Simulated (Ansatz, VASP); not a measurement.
# One calculation of Rh, two programs

```
Rh
1.0
     2.60850    0.00000    0.00000
    -1.30425    2.25902    0.00000
     0.00000    0.00000    8.98496
Rh
4
Direct
  0.00000 0.00000 0.00000
  0.33333 0.66667 0.25000
  0.00000 0.00000 0.50000
  0.66667 0.33333 0.75000
```

Change from the starting cell: strain +e along x and -e along y +0.0000, strain +e along z and -e/2 along x and y +0.0367.

Alike in both runs: task single point; functional LDA; k mesh 18 × 18 × 6; occupations gaussian, width 0.15 eV; no spin polarisation.

|  | VASP | Ansatz |
| --- | --- | --- |
| version | VASP 6.6.1 | Ansatz 0.2.0 |
| potentials or method | VASP PAW LDA potentials, release 64 (Rh_pv), cutoff 520 eV | scalar-relativistic, plane waves, PAW |
| valence electrons in the cell | 60 | 68 |

```tsv
	VASP	Ansatz	Ansatz less VASP
gap on the k mesh at the Fermi level (eV)	none	none	-
pressure (GPa)	2.4	1.5	-0.86
traceless stress, the component that is largest in VASP (GPa)	-14.50	-14.44	+0.057
```

Ansatz warns that its potentials were made for another functional, while VASP's fit it. LDA's correlation is that of Perdew and Zunger in VASP and of Perdew and Wang (1992) in Ansatz. A gap of «none» marks a metal or a gap that the smearing closes. VASP's potentials hold 60 valence electrons a cell and Ansatz's 68, so a difference there can come from the potentials and not from the codes.
